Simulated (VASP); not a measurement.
# Pt (Im-3m) in VASP: notebook

Pt is run at these levels: PBEsol; tasks: single point.

All numbers are computed with VASP 6.6.1; they aren't measurements. Logs are shortened: lines on timing, memory, paths and dates and some standing lists are left out, and cuts for length are marked.

## Step 1: The cell of the first run

The structure is cubic, space group Im-3m (No. 229). The conventional cell has a = 3.196 Å, b = 3.196 Å, c = 3.196 Å, α = 90.00°, β = 90.00°, γ = 90.00°. Within 3.6 Å of Pt (site symmetry m-3m) lie 14 Pt at 2.77 to 3.20 Å.

## Step 2: Single point, PBEsol

The input, INCAR:

```
SYSTEM = Pt
ALGO = Normal
EDIFF = 1E-6
ENCUT = 520
GGA = PS
ISIF = 2
ISMEAR = -1
LASPH = .TRUE.
LCHARG = .TRUE.
LELF = .TRUE.
LREAL = .FALSE.
LVHAR = .TRUE.
LWAVE = .FALSE.
NBANDS = 11
NELM = 80
PREC = Accurate
SIGMA = 0.05
```

The input, KPOINTS:

```
k-points
0
G
  10 10 10
  0 0 0
```

The input, POSCAR:

```
Pt
1.0
   -1.5981786047      1.5981786047      1.5981786047
    1.5981786047     -1.5981786047      1.5981786047
    1.5981786047      1.5981786047     -1.5981786047
Pt
1
Direct
    0.0000000000      0.0000000000      0.0000000000
```

Potentials or basis: VASP PAW PBE potentials, release 64 (Pt).

Command:

```
cat potpaw_PBE.64/Pt/POTCAR > POTCAR
mpirun -np 1 vasp_std > vasp.out
```

OUTCAR:

```text
SYSTEM = Pt
   EDIFF = 1E-6
   ENCUT = 520
   GGA = PS
   ISIF = 2
   ISMEAR = -1
   LASPH = .TRUE.
   LREAL = .FALSE.
   NELM = 80
   PREC = Accurate

 ion  position               nearest neighbor table
   1  0.000  0.000  0.000-

  LATTYP: Found a body centered cubic cell.
 ALAT       =     3.1963572094

  Lattice vectors:

 A1 = (  -1.5981786047,   1.5981786047,   1.5981786047)
 A2 = (   1.5981786047,  -1.5981786047,   1.5981786047)
 A3 = (   1.5981786047,   1.5981786047,  -1.5981786047)

Analysis of symmetry for initial positions (statically):
=====================================================================
 Subroutine PRICEL returns:
 Original cell was already a primitive cell.

 Routine SETGRP: Setting up the symmetry group for a
 body centered cubic supercell.

 Subroutine GETGRP returns: Found 48 space group operations
 (whereof 48 operations were pure point group operations)
 out of a pool of 48 trial point group operations.

The static configuration has the point symmetry O_h .

Analysis of symmetry for dynamics (positions and initial velocities):
=====================================================================
 Subroutine PRICEL returns:
 Original cell was already a primitive cell.

 Routine SETGRP: Setting up the symmetry group for a
 body centered cubic supercell.

 Subroutine GETGRP returns: Found 48 space group operations
 (whereof 48 operations were pure point group operations)
 out of a pool of 48 trial point group operations.

The dynamic configuration has the point symmetry O_h .

 Subroutine INISYM returns: Found 48 space group operations
 (whereof 48 operations are pure point group operations),
 and found     1 'primitive' translations

----------------------------------------------------------------------------------------

                                     Primitive cell

  volume of cell :      16.3281

  direct lattice vectors                    reciprocal lattice vectors
    -1.598178605  1.598178605  1.598178605     0.000000000  0.312856147  0.312856147
     1.598178605 -1.598178605  1.598178605     0.312856147  0.000000000  0.312856147
     1.598178605  1.598178605 -1.598178605     0.312856147  0.312856147  0.000000000

  length of vectors
     2.768126543  2.768126543  2.768126543     0.442445406  0.442445406  0.442445406

  position of ions in fractional coordinates (direct lattice)
     0.000000000  0.000000000  0.000000000

  ion indices of the primitive-cell ions
   primitive index   ion index
                 1           1

----------------------------------------------------------------------------------------

 KPOINTS: k-points

Automatic generation of k-mesh.
 Grid dimensions read from file:
 generate k-points for:   10   10   10

 Generating k-lattice:

  Cartesian coordinates                     Fractional coordinates (reciprocal lattice)
     0.000000000  0.031285615  0.031285615     0.100000000  0.000000000  0.000000000
     0.031285615  0.000000000  0.031285615     0.000000000  0.100000000  0.000000000
     0.031285615  0.031285615  0.000000000     0.000000000  0.000000000  0.100000000

  Length of vectors
     0.044244541  0.044244541  0.044244541

  Shift w.r.t. Gamma in fractional coordinates (k-lattice)
     0.000000000  0.000000000  0.000000000

 Subroutine IBZKPT returns following result:
 ===========================================

 Found     47 irreducible k-points:

 Following reciprocal coordinates:
            Coordinates               Weight
  0.000000  0.000000  0.000000      1.000000
  0.100000  0.000000  0.000000     12.000000
  0.200000  0.000000  0.000000     12.000000
  0.300000  0.000000  0.000000     12.000000
  0.400000  0.000000  0.000000     12.000000
  0.500000  0.000000  0.000000      6.000000
[... 16 lines left out ...]
  0.300000  0.300000  0.100000      8.000000
 -0.300000  0.300000  0.100000     24.000000
 [... further k-points ...]
   k-points           NKPTS =     47   k-points in BZ     NKDIM =     47   number of bands    NBANDS=     11
   number of dos      NEDOS =    301   number of ions     NIONS =      1
   total plane-waves  NPLWV =  13824
   dimension x,y,z NGX =    24 NGY =   24 NGZ =   24
   dimension x,y,z NGXF=    48 NGYF=   48 NGZF=   48
   ions per type =               1
   NGX,Y,Z   is equivalent  to a cutoff of  14.41, 14.41, 14.41 a.u.
   NGXF,Y,Z  is equivalent  to a cutoff of  28.83, 28.83, 28.83 a.u.
 SYSTEM =  Pt
   PREC   = accura    normal or accurate (medium, high low for compatibility)
   ISTART =      0    job   : 0-new  1-cont  2-samecut
   ICHARG =      2    charge: 1-file 2-atom 10-const
   ISPIN  =      1    spin polarized calculation?
   LNONCOLLINEAR =      F non collinear calculations
   LSORBIT =      F    spin-orbit coupling
   LASPH  =      T    aspherical Exc in radial PAW
   ENCUT  =  520.0 eV  38.22 Ry    6.18 a.u.   5.15  5.15  5.15*2*pi/ulx,y,z
   NELM   =     80;   NELMIN=  2; NELMDL= -5     # of ELM steps
   EDIFF  = 0.1E-05   stopping-criterion for ELM
   LREAL  =      F    real-space projection
   EDIFFG = 0.1E-04   stopping-criterion for IOM
   NSW    =      0    number of steps for IOM
   IBRION =     -1    ionic relax: 0-MD 1-quasi-New 2-CG
   NFREE  =      0    steps in history (QN), initial steepest desc. (CG)
   ISIF   =      2    stress and relaxation
   ISYM   =      2    0-nonsym 1-usesym 2-fastsym
   POTIM  = 0.5000    time-step for ionic-motion
   TEBEG  =    0.0;   TEEND  =   0.0 temperature during run
   PSTRESS=    0.0 pullay stress
   NELECT =      10.0000    total number of electrons
   NUPDOWN=      -1.0000    fix difference up-down
   EMIN   =  10.00;   EMAX   =-10.00  energy-range for DOS
   EFERMI =   0.00;   METHOD = LEGACY
   ISMEAR =    -1;   SIGMA  =   0.05  broadening in eV -4-tet -1-fermi 0-gaus
   EFERMI_NEDOS =   21; number of points for ismear=-14 and -15
   IALGO  =     38    algorithm
   IMIX   =      4    mixing-type and parameters
     AMIX     =   0.40;   BMIX     =  1.00
     AMIX_MAG =   1.60;   BMIX_MAG =  1.00
  volume/ion in A,a.u.               =      16.33       110.19
  Fermi-wavevector in a.u.,A,eV,Ry     =   1.390261  2.627211 26.297671  1.932824
  Thomas-Fermi vector in A             =   2.514213
   LORBIT       =      0    0 simple, 1 ext, 2 COOP (PROOUT), +10 PAW based schemes
   GGA     = PS    functional components
   LHFCALC =     F    Hartree Fock is set to
   AEXX    =    0.0000 exact exchange contribution
   IVDW    =     0    specifies the selected vdW correction
   LEPSILON=     F    determine dielectric tensor
   LRPA    =     F    only Hartree local field effects (RPA)
 non-spin polarized calculation
  energy-cutoff  :      520.00
  volume of cell :       16.33
 maximum number of plane-waves:       466
 NGX is ok and might be reduce to    24
   NGX = 11   NGY = 11   NGZ = 11

 number of electron      10.0000000 magnetization

 Free energy of the ion-electron system (eV)
  ---------------------------------------------------
  ext. energy  EPLUGINS =         0.00000000
  ---------------------------------------------------
  free energy    TOTEN  =        -6.79606332 eV

  energy without entropy =       -6.78871368  energy(sigma->0) =       -6.79238850

 E-fermi :   9.5727     XC(G=0): -13.1538

 val. band max:        9.5519561933   @ k =  -0.3000   0.3000   0.2000
 cond. band min:       9.6413855335   @ k =  -0.4000   0.4000   0.2000
 fundamental gap:      0.0894293402
 Fermi energy:         9.5726967837

 k-point     1 :       0.0000    0.0000    0.0000
  band No.  band energies     occupation
      1       0.2157      2.00000
      2       6.1320      2.00000
      3       6.1321      2.00000
      4       6.1321      2.00000
      5       8.5300      2.00000
      6       8.5300      2.00000
      7      26.5283      0.00000
      8      26.5283      0.00000
      9      26.5283      0.00000
     10      36.1383      0.00000
     11      36.1444      0.00000

 k-point     2 :       0.1000    0.0000    0.0000
  band No.  band energies     occupation
      1       0.6055      2.00000
      2       5.9852      2.00000
      3       6.1292      2.00000
      4       6.4403      2.00000
      5       8.3546      2.00000
      6       8.5410      2.00000
      7      26.6551      0.00000
      8      26.7053      0.00000
      9      27.0920      0.00000
     10      32.9184      0.00000
     11      33.1767      0.00000

 k-point     3 :       0.2000    0.0000    0.0000
  band No.  band energies     occupation
      1       1.6529      2.00000
      2       5.6210      2.00000
      3       6.1022      2.00000
      4       7.3161      2.00000
      5       8.1235      2.00000
      6       8.5860      2.00000
      7      25.3836      0.00000
      8      26.1518      0.00000
      9      28.6532      0.00000
     10      31.3048      0.00000
     11      31.8279      0.00000

 k-point     4 :       0.3000    0.0000    0.0000
  band No.  band energies     occupation
      1       2.7862      2.00000
      2       5.2056      2.00000
      3       6.4814      2.00000
      4       8.1882      2.00000
      5       8.5861      2.00000
      6       8.6762      2.00000
      7      21.5464      0.00000
      8      24.5401      0.00000
      9      28.7639      0.00000
     10      30.8408      0.00000
     11      32.0250      0.00000
[... 239 lines left out ...]
 k-point    22 :      -0.2000    0.2000    0.1000
  band No.  band energies     occupation
      1       2.0183      2.00000
      2       5.9024      2.00000
      3       6.1711      2.00000
      4       7.2324      2.00000
      5       7.5172      2.00000
      6       8.8909      2.00000
      7      25.4949      0.00000
      8      26.2821      0.00000
      9      28.5250      0.00000
     10      29.6643      0.00000
     11      32.3004      0.00000

 k-point    23 :       0.3000    0.3000    0.1000
  band No.  band energies     occupation
      1       4.4991      2.00000
      2       5.7429      2.00000
      3       5.7429      2.00000
      4       8.8072      2.00000
      5       8.8072      2.00000
      6      14.3665      0.00000
      7      17.2655      0.00000
      8      17.2655      0.00000
      9      22.5624      0.00000
     10      33.6429      0.00000
     11      33.6429      0.00000

 k-point    24 :      -0.3000    0.3000    0.1000
  band No.  band energies     occupation
      1       3.1392      2.00000
      2       5.5144      2.00000
      3       6.2363      2.00000
      4       7.7278      2.00000
      5       8.5081      2.00000
      6       9.0508      1.99994
      7      21.6706      0.00000
      8      24.9617      0.00000
      9      27.4930      0.00000
     10      31.0548      0.00000
     11      32.2509      0.00000

 [... further k-points ...]
[... 5 lines left out ...]
  --------------------------------------------------------------------------------------
  -------------------------------------------------------------------------------------
  Total       -1.6831451     -1.6831451     -1.6831451      0.0000000     -0.0000000      0.0000000
  in kB     -165.1567035   -165.1567035   -165.1567035      0.0000000     -0.0000000      0.0000000
  external PRESSURE =    -165.1567035 kB  Pullay stress =       0.0000000 kB

 VOLUME and BASIS-vectors are now :
 -----------------------------------------------------------------------------
  energy-cutoff  :      520.00
  volume of cell :       16.33
      direct lattice vectors                 reciprocal lattice vectors
    -1.598178605  1.598178605  1.598178605     0.000000000  0.312856147  0.312856147
     1.598178605 -1.598178605  1.598178605     0.312856147  0.000000000  0.312856147
     1.598178605  1.598178605 -1.598178605     0.312856147  0.312856147  0.000000000

 POSITION                                       TOTAL-FORCE (eV/Angst)
 -----------------------------------------------------------------------------------
      0.00000      0.00000      0.00000        -0.000000      0.000000      0.000000
 -----------------------------------------------------------------------------------
    total drift:                               -0.000000     -0.000000      0.000000

  FREE ENERGIE OF THE ION-ELECTRON SYSTEM (eV)
  ---------------------------------------------------
  free  energy   TOTEN  =        -6.7960633216 eV

  energy  without entropy=       -6.7887136832  energy(sigma->0) =       -6.79238850
```

Wall time 21 s (1 thread of AMD EPYC 7R13, shared host); peak memory 0.11 GiB.

Results:

| Quantity | Value |
| --- | --- |
| Free energy | -6.7961 eV |
| Pressure | -16.5 GPa |
| Band gap on the k mesh | zero (band 5 reaches 10.38 eV, above the bottom of band 6 at 8.41 eV) |

Levels at points of the mesh, in eV from the Fermi level:
```tsv
k point	band 1	band 2	band 3	band 4	band 5	band 6	band 7	band 8	band 9	band 10
(0.00, 0.00, 0.00)	-9.36	-3.44	-3.44	-3.44	-1.04	-1.04	16.96	16.96	16.96	26.57
(0.50, 0.00, 0.00)	-6.41	-4.79	-1.23	-0.74	0.18	0.86	5.86	13.09	15.40	23.72
(0.50, 0.50, 0.50)	-5.88	-5.88	0.37	0.37	0.37	7.40	7.40	7.40	12.12	18.42
```

Caveat: the PAW data sets were made with another functional, which shifts forces and pressure a little; spin-orbit coupling is left out, which moves the levels of the heavy elements.

## Step 3: Single point, PBEsol

This run uses another cell than the first one, of 16.75 Å³/atom, 1.026 times its volume.

The input, INCAR:

```
SYSTEM = Pt
ALGO     = Normal         ! electronic algorithm
EDIFF    = 1E-6           ! SCF threshold, eV
ENCUT    = 520            ! plane-wave cutoff, eV
GGA      = PS             ! functional
ISIF     = 2              ! what is computed and relaxed
ISMEAR   = -1             ! smearing method
LASPH    = .TRUE.         ! aspherical terms in the spheres
LCHARG   = .TRUE.         ! write CHGCAR
LELF     = .TRUE.         ! ELF
LREAL    = .FALSE.        ! projectors in reciprocal space
LVHAR    = .TRUE.       
LWAVE    = .FALSE.        ! write WAVECAR
NBANDS   = 11             ! bands
NELM     = 100            ! most SCF steps
PREC     = Accurate       ! precision mode
SIGMA    = 0.05           ! smearing width, eV
```

KPOINTS is that of step 2.

The input, POSCAR:

```
Pt
1.0
   -1.6118975470      1.6118975470      1.6118975470
    1.6118975470     -1.6118975470      1.6118975470
    1.6118975470      1.6118975470     -1.6118975470
Pt
1
Direct
    0.0000000000      0.0000000000      0.0000000000
```

Potentials or basis: VASP PAW PBE potentials, release 64 (Pt).

Command:

```
cat potpaw_PBE.64/Pt/POTCAR > POTCAR
mpirun -np 1 vasp_std > vasp.out
```

Run time: 23 s. Hardware: 1 thread of AMD EPYC 7R13, shared host; peak memory 0.11 GiB.

The run converged. Its results:

* Free energy: -6.7467 eV
* Pressure: -20.9 GPa
* Band gap on the k mesh: zero (band 5 reaches 9.90 eV, above the bottom of band 6 at 8.01 eV)

Levels at points of the mesh, in eV from the Fermi level:
```tsv
k point	band 1	band 2	band 3	band 4	band 5	band 6	band 7	band 8	band 9	band 10
(0.00, 0.00, 0.00)	-9.09	-3.30	-3.30	-3.30	-0.99	-0.99	16.96	16.96	16.96	26.21
(0.50, 0.00, 0.00)	-6.17	-4.60	-1.18	-0.71	0.27	0.82	5.67	13.08	15.19	23.59
(0.50, 0.50, 0.50)	-5.64	-5.64	0.35	0.35	0.35	7.36	7.36	7.36	11.77	18.08
```

Caveat: the PAW data sets were made with another functional, which shifts forces and pressure a little; spin-orbit coupling is left out, which moves the levels of the heavy elements.

## Step 4: Single point, PBEsol

This run uses another cell than the first one, of 17.18 Å³/atom, 1.052 times its volume.

The input, INCAR:

```
PREC     = Accurate       # precision mode
ENCUT    = 520            # plane-wave cutoff, eV
EDIFF    = 1E-6           # SCF threshold, eV
ISMEAR   = -1             # smearing method
SIGMA    = 0.05           # smearing width, eV
LREAL    = False          # projectors in reciprocal space
LASPH    = True           # aspherical terms in the spheres
NELM     = 100            # most SCF steps
ALGO     = Normal         # electronic algorithm
ISIF     = 2              # what is computed and relaxed
LWAVE    = False          # write WAVECAR
LCHARG   = False          # write CHGCAR
GGA      = PS             # functional
NBANDS   = 11             # bands
```

The input, KPOINTS:

```
Automatic mesh
0
Gamma
  10 10 10
```

The input, POSCAR:

```
Pt
1.0
   -1.6253868565      1.6253868565      1.6253868565
    1.6253868565     -1.6253868565      1.6253868565
    1.6253868565      1.6253868565     -1.6253868565
Pt
1
Direct
    0.0000000000      0.0000000000      0.0000000000
```

Command:

```
cat potpaw_PBE.64/Pt/POTCAR > POTCAR
mpirun -np 1 vasp_std > vasp.out
```

Run time: 24 s. Hardware: 1 thread of AMD EPYC 7R13, shared host; peak memory 0.11 GiB.

Results (log left out):

```
Free energy            : -6.6868 eV
Pressure               : -24.5 GPa
Band gap on the k mesh : zero (band 5 reaches 9.44 eV, above the bottom of band 6 at 7.64 eV)
```

Levels at points of the mesh, in eV from the Fermi level:
```csv
k point,band 1,band 2,band 3,band 4,band 5,band 6,band 7,band 8,band 9,band 10
"(0.00, 0.00, 0.00)",-8.84,-3.17,-3.17,-3.17,-0.95,-0.95,16.95,16.95,16.95,25.72
"(0.50, 0.00, 0.00)",-5.94,-4.42,-1.13,-0.69,0.36,0.78,5.48,13.07,14.99,23.33
"(0.50, 0.50, 0.50)",-5.41,-5.41,0.33,0.33,0.33,7.31,7.31,7.31,11.43,17.76
```

Caveat: the PAW data sets were made with another functional, which shifts forces and pressure a little; spin-orbit coupling is left out, which moves the levels of the heavy elements.

## Step 5: Overview

| cell | gap on the mesh (eV) | pressure (GPa) |
| --- | --- | --- |
| a = 2.768 Å, angles 109.5°, 1 atom | none | -16.5 |
| a = 2.792 Å, angles 109.5°, 1 atom | none | -20.9 |
| a = 2.815 Å, angles 109.5°, 1 atom | none | -24.5 |

Alike in all rows: task single point; level PBEsol; potentials or basis VASP PAW PBE potentials, release 64 (Pt); no spin polarisation; k mesh 10 × 10 × 10; cutoff (eV) 520; smearing fermi-dirac 0.05 eV.

Caveats: the PAW data sets were made with another functional, which shifts forces and pressure a little; spin-orbit coupling is left out, which moves the levels of the heavy elements.

Absolute energies hang on the potentials; compare differences alone.
